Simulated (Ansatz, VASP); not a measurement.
## One calculation of InSb, two programs

```xyz
2
Lattice="-0.3245 2.9201 2.9201 2.9201 -0.3245 2.9201 2.9201 2.9201 -0.3245" Properties=species:S:1:pos:R:3 pbc="T T T"
In    0.0000    0.0000    0.0000
Sb    2.7579    2.7579    2.7579
```

Alike in both runs: task single point; functional PBEsol; k mesh 16 × 16 × 16; occupations gaussian, width 0.15 eV; no spin polarisation.

```csv
,VASP,Ansatz
version,VASP 6.6.1,Ansatz 0.2.0
potentials or method,"VASP PAW PBE potentials, release 64 (In_d, Sb), cutoff 520 eV","scalar-relativistic, plane waves, PAW"
valence electrons in the cell,18,28
```

```tsv
	VASP	Ansatz	Ansatz less VASP
gap on the k mesh at the Fermi level (eV)	none	none	-
pressure (GPa)	-2.9	-2.9	0.00
traceless stress, the component that is largest in VASP (GPa)	1.14	1.14	+0.004
```

VASP's potentials were made for PBE, not for PBEsol. A gap of «none» marks a metal or a gap that the smearing closes. VASP's potentials hold 18 valence electrons a cell and Ansatz's 28, so a difference there can come from the potentials and not from the codes.

Neither program's run includes spin-orbit coupling.
